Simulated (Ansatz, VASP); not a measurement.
# VN in VASP and in Ansatz

```xyz
2
Lattice="0.0000 1.8259 1.8259 1.8259 0.0000 1.8259 1.8259 1.8259 0.0000" Properties=species:S:1:pos:R:3 pbc="T T T"
V     0.0000    0.0000    0.0000
N     1.8259    1.8259    1.8259
```

Change from the starting cell: volume scaled by 0.72, PAW files.

Alike in both runs: task single point; functional PBEsol; k mesh 17 × 17 × 17; occupations fermi-dirac, width 0.1 eV; no spin polarisation.

|  | VASP | Ansatz |
| --- | --- | --- |
| version | VASP 6.6.1 | Ansatz 0.2.0 |
| potentials or method | VASP PAW PBE potentials, release 64 (V_sv, N) | PAW with Ansatz's default frozen-core files, scalar-relativistic |
| plane-wave cutoff (eV) | 600 | 420 |
| valence electrons in the cell | 18 | 18 |

```csv
,VASP,Ansatz,Ansatz less VASP
pressure (GPa),228.4,225.4,-2.98
```

VASP's potentials were made for PBE, not for PBEsol. Both programs put the cell under a high pressure, so it lies far from rest at this level.

Noted on VASP's run: the cell as given lies far from equilibrium.
